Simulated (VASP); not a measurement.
Input of a VASP 6.6.1 run:

The input POSCAR:

```
PbS
1.0
    1.9641500000      1.1340025312      3.1748000000
   -1.9641500000      1.1340025312      3.1748000000
    0.0000000000     -2.2680050625      3.1748000000
Pb S
1 1
Direct
    0.9781509158      0.9781509158      0.9781509158
    0.4774504142      0.4774504142      0.4774504142
```

The input INCAR.step1:

```
  PREC = Accurate
  ENCUT = 520
  ISMEAR = 0
  SIGMA = 0.05
  LREAL = F
  LASPH = T
  NELM = 60
  NBANDS = 17
  GGA = PE
  ALGO = Normal
  EDIFF = 1E-4
  LWAVE = T
  LCHARG = F
```

File INCAR.step2:

```
  PREC = Accurate
  ENCUT = 520
  EDIFF = 1E-7
  ISMEAR = 0
  SIGMA = 0.05
  LREAL = F
  LASPH = T
  NELM = 60
  ALGO = Normal
  ISIF = 2
  LWAVE = F
  LCHARG = F
  METAGGA = R2SCAN
  LMIXTAU = T
  NBANDS = 17
  ISTART = 1
```

Contents of KPOINTS:

```
regular mesh
0
Gamma
  9 9 9
```

Potentials or basis: VASP PAW PBE potentials, release 64 (Pb_d, S).

The run is started by

```sh
$ cat potpaw_PBE.64/Pb_d/POTCAR potpaw_PBE.64/S/POTCAR > POTCAR
$ cp INCAR.step1 INCAR
$ mpirun -np 1 vasp_std > vasp.out
$ cp INCAR.step2 INCAR
$ mpirun -np 1 vasp_std > vasp.out
```

(1) What does it give for the pressure?

(2) Predict the largest force.

Results:

(1) 21.2 GPa.

(2) 0.022 eV/Å.

Caveat: the PAW data sets were made with another functional, which shifts forces and pressure a little.
